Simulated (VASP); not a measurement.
# FeCu (Cmmm) in VASP: notebook

FeCu is run at these levels: PBE; tasks: single point.

Program: VASP 6.6.1. These are calculated values, not measurements. Logs are shortened: lines on timing, memory, paths and dates and some standing lists are left out, and cuts for length are marked.

### Step 1. The cell of the first run

The structure is orthorhombic, space group Cmmm (No. 65). The conventional cell has a = 2.877 Å, b = 3.976 Å, c = 4.138 Å, α = 90.00°, β = 90.00°, γ = 90.00°. Within 3.2 Å of Fe (site symmetry mmm) lie 6 Fe at 2.45 to 2.88 Å and 8 Cu at 2.52 to 2.87 Å. Within 3.2 Å of Cu (site symmetry mmm) lie 6 Cu at 2.45 to 2.88 Å and 8 Fe at 2.52 to 2.87 Å.

### Step 2. Single point, PBE, collinear spin, ferromagnetic start

File INCAR:

```
PREC     = Accurate       # precision mode
ENCUT    = 520            # plane-wave cutoff, eV
EDIFF    = 1E-6           # SCF threshold, eV
ISMEAR   = -1             # smearing method
SIGMA    = 0.03           # smearing width, eV
LREAL    = False          # projectors in reciprocal space
LASPH    = True           # aspherical terms in the spheres
NELM     = 150            # most SCF steps
ALGO     = Normal         # electronic algorithm
ISIF     = 2              # what is computed and relaxed
LWAVE    = False          # write WAVECAR
LCHARG   = False          # write CHGCAR
ISPIN    = 2              # spin polarisation
MAGMOM   = 1.31 0         # initial moments
LORBIT   = 11             # projections on sites
NUPDOWN  = 1.31           # fixed moment
LMAXMIX  = 4              # l up to which the mixer works
GGA      = PE             # functional
NBANDS   = 20             # bands
```

File KPOINTS:

```
Automatic mesh
0
Gamma
  12 12 7
```

File POSCAR:

```
FeCu
1.0
    1.4382720000     -1.9879340000      0.0000000000
    1.4382720000      1.9879340000      0.0000000000
    0.0000000000      0.0000000000      4.1381350000
Fe Cu
1 1
Direct
    0.0000000000      0.0000000000      0.0000000000
    0.5000000000      0.5000000000      0.5000000000
```

Potentials or basis: VASP PAW PBE potentials, release 64 (Fe, Cu).

Command:

```sh
$ cat potpaw_PBE.64/Fe/POTCAR potpaw_PBE.64/Cu/POTCAR > POTCAR
$ mpirun -np 1 vasp_std > vasp.out
```

OUTCAR:

```text
PREC = Accurate
   ENCUT = 520
   EDIFF = 1E-6
   ISMEAR = -1
   LREAL = False
   LASPH = True
   NELM = 150
   ISIF = 2
   ISPIN = 2
   LORBIT = 11
   NUPDOWN = 1.31
   GGA = PE

 ion  position               nearest neighbor table
   1  0.000  0.000  0.000-   2 2.52   2 2.52   2 2.52   2 2.52   2 2.87   2 2.87   2 2.87   2 2.87

   2  0.500  0.500  0.500-   1 2.52   1 2.52   1 2.52   1 2.52   1 2.87   1 2.87   1 2.87   1 2.87

  LATTYP: Found a base centered orthorhombic cell.
 ALAT       =     2.8765440000
 B/A-ratio  =     1.3821683242
 C/A-ratio  =     1.4385787250

  Lattice vectors:

 A1 = (   1.4382720000,  -1.9879340000,   0.0000000000)
 A2 = (   1.4382720000,   1.9879340000,   0.0000000000)
 A3 = (   0.0000000000,   0.0000000000,   4.1381350000)

Analysis of symmetry for initial positions (statically):
=====================================================================
 Subroutine PRICEL returns:
 Original cell was already a primitive cell.

 Routine SETGRP: Setting up the symmetry group for a
 base centered orthorhombic supercell.

 Subroutine GETGRP returns: Found  8 space group operations
 (whereof  8 operations were pure point group operations)
 out of a pool of  8 trial point group operations.

The static configuration has the point symmetry D_2h.

Analysis of symmetry for dynamics (positions and initial velocities):
=====================================================================
 Subroutine PRICEL returns:
 Original cell was already a primitive cell.

 Routine SETGRP: Setting up the symmetry group for a
 base centered orthorhombic supercell.

 Subroutine GETGRP returns: Found  8 space group operations
 (whereof  8 operations were pure point group operations)
 out of a pool of  8 trial point group operations.

The dynamic configuration has the point symmetry D_2h.

Analysis of structural, dynamic, and magnetic symmetry:
=====================================================================
 Subroutine PRICEL returns:
 Original cell was already a primitive cell.

 Routine SETGRP: Setting up the symmetry group for a
 base centered orthorhombic supercell.

 Subroutine GETGRP returns: Found  8 space group operations
 (whereof  8 operations were pure point group operations)
 out of a pool of  8 trial point group operations.

The overall configuration has the point symmetry D_2h.

 Subroutine INISYM returns: Found  8 space group operations
 (whereof  8 operations are pure point group operations),
 and found     1 'primitive' translations

----------------------------------------------------------------------------------------

                                     Primitive cell

  volume of cell :      23.6634

  direct lattice vectors                    reciprocal lattice vectors
     1.438272000 -1.987934000  0.000000000     0.347639389 -0.251517405  0.000000000
     1.438272000  1.987934000  0.000000000     0.347639389  0.251517405  0.000000000
     0.000000000  0.000000000  4.138135000     0.000000000  0.000000000  0.241654755

  length of vectors
     2.453672336  2.453672336  4.138135000     0.429085248  0.429085248  0.241654755

  position of ions in fractional coordinates (direct lattice)
     0.000000000  0.000000000  0.000000000
     0.500000000  0.500000000  0.500000000

  ion indices of the primitive-cell ions
   primitive index   ion index
                 1           1
                 2           2

----------------------------------------------------------------------------------------

 KPOINTS: Automatic mesh

Automatic generation of k-mesh.
 Grid dimensions read from file:
 generate k-points for:   12   12    7

 Generating k-lattice:

  Cartesian coordinates                     Fractional coordinates (reciprocal lattice)
     0.028969949 -0.020959784  0.000000000     0.083333333  0.000000000  0.000000000
     0.028969949  0.020959784  0.000000000     0.000000000  0.083333333  0.000000000
     0.000000000  0.000000000  0.034522108     0.000000000  0.000000000  0.142857143

  Length of vectors
     0.035757104  0.035757104  0.034522108

  Shift w.r.t. Gamma in fractional coordinates (k-lattice)
     0.000000000  0.000000000  0.000000000

 Subroutine IBZKPT returns following result:
 ===========================================

 Found    172 irreducible k-points:

 Following reciprocal coordinates:
            Coordinates               Weight
  0.000000  0.000000  0.000000      1.000000
  0.083333  0.000000  0.000000      4.000000
  0.166667 -0.000000  0.000000      4.000000
  0.250000 -0.000000  0.000000      4.000000
  0.333333 -0.000000  0.000000      4.000000
  0.416667 -0.000000  0.000000      4.000000
[... 16 lines left out ...]
  0.500000  0.166667  0.000000      4.000000
 -0.416667  0.166667  0.000000      4.000000
 [... further k-points ...]
   k-points           NKPTS =    172   k-points in BZ     NKDIM =    172   number of bands    NBANDS=     20
   number of dos      NEDOS =    301   number of ions     NIONS =      2
   total plane-waves  NPLWV =  10368
   dimension x,y,z NGX =    18 NGY =   18 NGZ =   32
   dimension x,y,z NGXF=    36 NGYF=   36 NGZF=   64
   ions per type =               1   1
   NGX,Y,Z   is equivalent  to a cutoff of  12.20, 12.20, 12.86 a.u.
   NGXF,Y,Z  is equivalent  to a cutoff of  24.39, 24.39, 25.71 a.u.
 SYSTEM =  unknown system
   PREC   = accura    normal or accurate (medium, high low for compatibility)
   ISTART =      0    job   : 0-new  1-cont  2-samecut
   ICHARG =      2    charge: 1-file 2-atom 10-const
   ISPIN  =      2    spin polarized calculation?
   LNONCOLLINEAR =      F non collinear calculations
   LSORBIT =      F    spin-orbit coupling
   LASPH  =      T    aspherical Exc in radial PAW
   ENCUT  =  520.0 eV  38.22 Ry    6.18 a.u.   4.56  4.56  7.69*2*pi/ulx,y,z
   NELM   =    150;   NELMIN=  2; NELMDL= -5     # of ELM steps
   EDIFF  = 0.1E-05   stopping-criterion for ELM
   LREAL  =      F    real-space projection
   EDIFFG = 0.1E-04   stopping-criterion for IOM
   NSW    =      0    number of steps for IOM
   IBRION =     -1    ionic relax: 0-MD 1-quasi-New 2-CG
   NFREE  =      0    steps in history (QN), initial steepest desc. (CG)
   ISIF   =      2    stress and relaxation
   ISYM   =      2    0-nonsym 1-usesym 2-fastsym
   POTIM  = 0.5000    time-step for ionic-motion
   TEBEG  =    0.0;   TEEND  =   0.0 temperature during run
   PSTRESS=    0.0 pullay stress
   NELECT =      19.0000    total number of electrons
   NUPDOWN=       1.3100    fix difference up-down
   EMIN   =  10.00;   EMAX   =-10.00  energy-range for DOS
   EFERMI =   0.00;   METHOD = LEGACY
   ISMEAR =    -1;   SIGMA  =   0.03  broadening in eV -4-tet -1-fermi 0-gaus
   EFERMI_NEDOS =   21; number of points for ismear=-14 and -15
   IALGO  =     38    algorithm
   IMIX   =      4    mixing-type and parameters
     AMIX     =   0.40;   BMIX     =  1.00
     AMIX_MAG =   1.60;   BMIX_MAG =  1.00
  volume/ion in A,a.u.               =      11.83        79.84
  Fermi-wavevector in a.u.,A,eV,Ry     =   1.521599  2.875405 31.501064  2.315263
  Thomas-Fermi vector in A             =   2.630292
   LORBIT       =     11    0 simple, 1 ext, 2 COOP (PROOUT), +10 PAW based schemes
   GGA     = PE    functional components
   LHFCALC =     F    Hartree Fock is set to
   AEXX    =    0.0000 exact exchange contribution
   IVDW    =     0    specifies the selected vdW correction
   LEPSILON=     F    determine dielectric tensor
   LRPA    =     F    only Hartree local field effects (RPA)
 spin polarized calculation
  energy-cutoff  :      520.00
  volume of cell :       23.66
 maximum number of plane-waves:       652
   NGX =  9   NGY =  9   NGZ = 15

 number of electron      18.9999983 magnetization       1.3100002

 Free energy of the ion-electron system (eV)
  ---------------------------------------------------
  ext. energy  EPLUGINS =         0.00000000
  ---------------------------------------------------
  free energy    TOTEN  =       -11.34023802 eV

  energy without entropy =      -11.33157093  energy(sigma->0) =      -11.33590448

 E-fermi :   6.7280     XC(G=0): -12.8150

 val. band max:        6.7273758984   @ k =  -0.4167   0.3333   0.0000
 cond. band min:       6.0793206982   @ k =   0.4167   0.1667   0.2857
 fundamental gap:     -0.6480552002
 Fermi energy:         6.0743757460

 spin component 1

 k-point     1 :       0.0000    0.0000    0.0000
  band No.  band energies     occupation
      1      -2.2556      1.00000
      2       1.7293      1.00000
      3       2.8196      1.00000
      4       3.7700      1.00000
      5       3.8987      1.00000
      6       4.1552      1.00000
[... 12 lines left out ...]
     19      31.8612      0.00000
     20      32.1256      0.00000

 k-point     2 :       0.0833    0.0000    0.0000
  band No.  band energies     occupation
      1      -2.0493      1.00000
      2       1.8504      1.00000
      3       2.8451      1.00000
      4       3.7301      1.00000
      5       3.9180      1.00000
      6       4.2006      1.00000
[... 12 lines left out ...]
     19      30.9750      0.00000
     20      33.7859      0.00000
[... 465 lines left out ...]
      3       2.7236      1.00000
      4       2.9984      1.00000
      5       3.0439      1.00000
      6       3.9600      1.00000
[... 12 lines left out ...]
     19      28.0802      0.00000
     20      32.8478      0.00000

 k-point    24 :      -0.4167    0.1667    0.0000
  band No.  band energies     occupation
      1       1.6327      1.00000
      2       2.6573      1.00000
      3       2.8297      1.00000
      4       3.0168      1.00000
      5       3.1502      1.00000
      6       3.9248      1.00000
[... 12 lines left out ...]
     19      28.4830      0.00000
     20      30.8196      0.00000

 [... further k-points ...]

 spin component 2

 k-point     1 :       0.0000    0.0000    0.0000
  band No.  band energies     occupation
      1      -2.3306      1.00000
      2       1.8274      1.00000
      3       2.8084      1.00000
      4       3.9340      1.00000
      5       4.0911      1.00000
      6       4.4118      1.00000
[... 12 lines left out ...]
     19      31.6404      0.00000
     20      32.1401      0.00000

 k-point     2 :       0.0833    0.0000    0.0000
  band No.  band energies     occupation
      1      -2.1239      1.00000
      2       1.9431      1.00000
      3       2.8338      1.00000
      4       3.8535      1.00000
      5       4.0998      1.00000
      6       4.3251      1.00000
[... 12 lines left out ...]
     19      30.7719      0.00000
     20      33.7938      0.00000
[... 465 lines left out ...]
      3       2.7878      1.00000
      4       3.1903      1.00000
      5       3.5641      1.00000
      6       4.5204      1.00000
[... 12 lines left out ...]
     19      28.1492      0.00000
     20      32.9365      0.00000

 k-point    24 :      -0.4167    0.1667    0.0000
  band No.  band energies     occupation
      1       1.6104      1.00000
      2       2.7729      1.00000
      3       2.8639      1.00000
      4       3.1259      1.00000
      5       3.5974      1.00000
      6       4.5010      1.00000
[... 12 lines left out ...]
     19      28.4803      0.00000
     20      30.9869      0.00000

 [... further k-points ...]

------------------------ aborting loop because EDIFF is reached ----------------------------------------

  FORCE on cell =-STRESS in cart. coord.  units (eV):
  Direction    XX          YY          ZZ          XY          YZ          ZX
  --------------------------------------------------------------------------------------
  -------------------------------------------------------------------------------------
  Total       -0.9112942     -1.1389227     -0.4976873      0.0000000      0.0000000      0.0000000
  in kB      -61.7009052    -77.1129306    -33.6968653      0.0000000      0.0000000      0.0000000
  external PRESSURE =     -57.5035670 kB  Pullay stress =       0.0000000 kB

 VOLUME and BASIS-vectors are now :
 -----------------------------------------------------------------------------
  energy-cutoff  :      520.00
  volume of cell :       23.66
      direct lattice vectors                 reciprocal lattice vectors
     1.438272000 -1.987934000  0.000000000     0.347639389 -0.251517405  0.000000000
     1.438272000  1.987934000  0.000000000     0.347639389  0.251517405  0.000000000
     0.000000000  0.000000000  4.138135000     0.000000000  0.000000000  0.241654755

 POSITION                                       TOTAL-FORCE (eV/Angst)
 -----------------------------------------------------------------------------------
      0.00000      0.00000      0.00000        -0.000000      0.000000      0.000000
      1.43827      0.00000      2.06907         0.000000      0.000000      0.000000
 -----------------------------------------------------------------------------------
    total drift:                               -0.000000     -0.000000     -0.000000

  FREE ENERGIE OF THE ION-ELECTRON SYSTEM (eV)
  ---------------------------------------------------
  free  energy   TOTEN  =       -11.3402380231 eV

  energy  without entropy=      -11.3315709275  energy(sigma->0) =      -11.33590448

 total charge

# of ion       s       p       d       tot
------------------------------------------
    1        0.445   0.450   6.249   7.143
    2        0.459   0.432   9.140  10.031
--------------------------------------------------
tot          0.904   0.882  15.389  17.174

 magnetization (x)

# of ion       s       p       d       tot
------------------------------------------
    1       -0.006  -0.046   1.499   1.447
    2       -0.019  -0.051  -0.009  -0.079
--------------------------------------------------
tot         -0.025  -0.096   1.489   1.368
```

Wall time 58 s (1 thread of Intel Xeon 6975P-C (Granite Rapids), shared host); peak memory 0.23 GiB.

What came out:

| Property | Result |
| --- | --- |
| Free energy | -11.3402 eV |
| Pressure | -5.8 GPa |
| Net moment | 1.31 μB per cell |
| Site moments | Fe +1.45; Cu -0.08 μB |
| Valence electrons inside the program's atomic spheres | Fe 7.14; Cu 10.03 |

Caveat: the cell stands under tension; the total moment is fixed, so each spin has its own Fermi level and the state may be an excited one.

(Continued in part 2 of 2.)
